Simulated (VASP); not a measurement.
The system is GeCN2.

```xyz
4
Lattice="1.8290 1.0560 5.0185 -1.8290 1.0560 5.0185 0.0000 -2.1119 5.0185" Properties=species:S:1:pos:R:3 pbc="T T T"
Ge    0.0000    0.0000    0.0000
N     0.0000    0.0000    8.7910
N     0.0000    0.0000    6.2645
C     0.0000    0.0000    7.5277
```

This cell differs from its parent crystal: volume scaled by 1.06.

Base run:

| Property | Result |
| --- | --- |
| Program | VASP 6.6.1 |
| Functional | LDA |
| Potentials or basis | VASP PAW LDA potentials, release 64 (Ge_d, N, C) |
| Cutoff | 520 eV |
| k mesh | 9 × 9 × 9 |
| Occupations | fermi-dirac, width 0.05 eV |
| Spin | no spin polarisation |

Its results: band gap on the k mesh 1.07 eV, indirect (least direct gap 1.93 eV); pressure -12.7 GPa; largest force 1.729 eV/Å.

The run is repeated on the same cell with these changes: functional from LDA to r2SCAN; potentials or basis from VASP PAW LDA potentials, release 64 (Ge_d, N, C) to VASP PAW PBE potentials, release 64 (Ge_d, N, C). What comes out?

Band gap on the k mesh 1.34 eV, indirect (least direct gap 2.32 eV); pressure -9.7 GPa; largest force 1.847 eV/Å.

Caveats: forces of over 1 eV/Å act on the atoms, so gaps and moduli don't describe the material at rest (some runs); the PAW data sets were made with another functional, which shifts forces and pressure a little (some runs).

A k mesh can miss the band edges.
